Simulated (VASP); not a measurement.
Set up this calculation in VASP 6.6.1, as the native input.

- Task: single point
- Functional: PBE
- Potentials or basis: VASP PAW PBE potentials, release 64 (B, N)
- Cutoff: 600 eV
- k mesh: 6 × 6 × 6
- Occupations: gaussian, width 0.01 eV
- Spin: no spin polarisation
- Dipole correction: no
- Further INCAR settings: ALGO = Normal; EDIFF = 1e-06; NBANDS = 11

The structure of BN lies in POSCAR:

```
BN
1.0
    0.0000000000      3.5948101390      2.2343288415
    1.2912148180      0.0000000000      2.2343288415
    1.2912148180      3.5948101390      0.0000000000
B N
1 1
Direct
    0.0000762756      0.0000762756      0.9999237244
    0.6666237144      0.6666237144      0.3333762856
```

This cell differs from its parent crystal: volume changed by +10%.

These files were run (other wordings do the same):

INCAR

```
SYSTEM = BN
ALGO = Normal
EDIFF = 1E-6
ENCUT = 600
GGA = PE
GGA_COMPAT = .False.
ISIF = 2
ISMEAR = 0
LASPH = .True.
LCHARG = .False.
LREAL = .False.
LWAVE = .False.
NBANDS = 11
NELM = 120
PREC = Accurate
SIGMA = 0.01
```

KPOINTS

```
k-points
0
Gamma
  6 6 6
  0 0 0
```

Potentials or basis: VASP PAW PBE potentials, release 64 (B, N).

Run with:

```sh
$ cat potpaw_PBE.64/B/POTCAR potpaw_PBE.64/N/POTCAR > POTCAR
$ mpirun -np 1 vasp_std > vasp.out
```

Results of the run:

```yaml
Pressure: -15.6 GPa
Band_gap_on_the_k_mesh: 3.76 eV, indirect (least direct gap 4.32 eV)
```

Caveat: the k points lie up to 0.49 Å⁻¹ apart.

It took 16 s on 1 thread of Intel(R) Xeon(R) Platinum 8259CL CPU @ 2.50GHz (Skylake/Cascade Lake) (shared host), peak memory 0.16 GiB.
